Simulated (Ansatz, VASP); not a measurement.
**Two plane-wave programs on Cd**

File POSCAR:

```
Cd
1.0
    0.0000000000      2.2181497500      2.2181497500
    2.2181497500      0.0000000000      2.2181497500
    2.2181497500      2.2181497500      0.0000000000
Cd
1
Direct
    0.0000000000      0.0000000000      0.0000000000
```

Contents of INCAR.step1:

```
  PREC = Accurate
  ENCUT = 520
  EDIFF = 1E-5
  ISMEAR = -1
  SIGMA = 0.05
  LREAL = F
  LASPH = T
  NELM = 60
  ALGO = Normal
  ISIF = 2
  LWAVE = T
  LCHARG = F
  NBANDS = 12
  GGA = PE
```

File INCAR.step2:

```
  PREC = Accurate
  ENCUT = 520
  EDIFF = 1E-6
  ISMEAR = -1
  SIGMA = 0.05
  LREAL = F
  LASPH = T
  NELM = 60
  ALGO = Normal
  ISIF = 2
  LWAVE = F
  LCHARG = F
  GGA = PE
  LHFCALC = T
  HFSCREEN = 0.2079
  PRECFOCK = Normal
  NBANDS = 12
  ISTART = 1
```

The input KPOINTS:

```
Automatic mesh
0
Gamma
  6 6 6
```

Contents of input.yaml:

```yaml
crystal:
  lattice:
    - [0.0, 2.21814975, 2.21814975]
    - [2.21814975, 0.0, 2.21814975]
    - [2.21814975, 2.21814975, 0.0]
  atoms:
    - { symbol: Cd, position: [0.0, 0.0, 0.0] }
hamiltonian:
  xc: hse06
  pseudopotentials: { kind: paw }
kpoints:
  mp_grid: { grid: [6, 6, 6] }
scf:
  occupations: { method: fermi_dirac, width: 0.05 }
  n_extra_bands: 6
output:
  forces: true
  stress: true
  eigenvalues: true
  dos: { projected: true, de: 0.05 }
  write_density: true
  write_potential: true
  elf: true
  volumetric_format: npy
```

Alike in both runs: functional HSE06; k mesh 6 × 6 × 6; occupations fermi-dirac, width 0.05 eV; no spin polarisation.

|  | VASP | Ansatz |
| --- | --- | --- |
| version | VASP 6.6.1 | Ansatz 0.2.0 |
| potentials or method | VASP PAW PBE potentials, release 64 (Cd) | Ansatz PAW |
| plane-wave cutoff (eV) | 520 | 420 |
| valence electrons in the cell | 12 | 20 |
| task | single point | projected density of states |

|  | VASP | Ansatz | Ansatz less VASP |
| --- | --- | --- | --- |
| gap on the k mesh at the Fermi level (eV) | none | none | - |
| pressure (GPa) | 2.3 | 2.3 | +0.05 |

A gap of «none» marks a metal or a gap that the smearing closes. VASP's potentials hold 12 valence electrons a cell and Ansatz's 20, so a difference there can come from the potentials and not from the codes.

The k mesh is coarse, so the values compare programs but aren't converged.
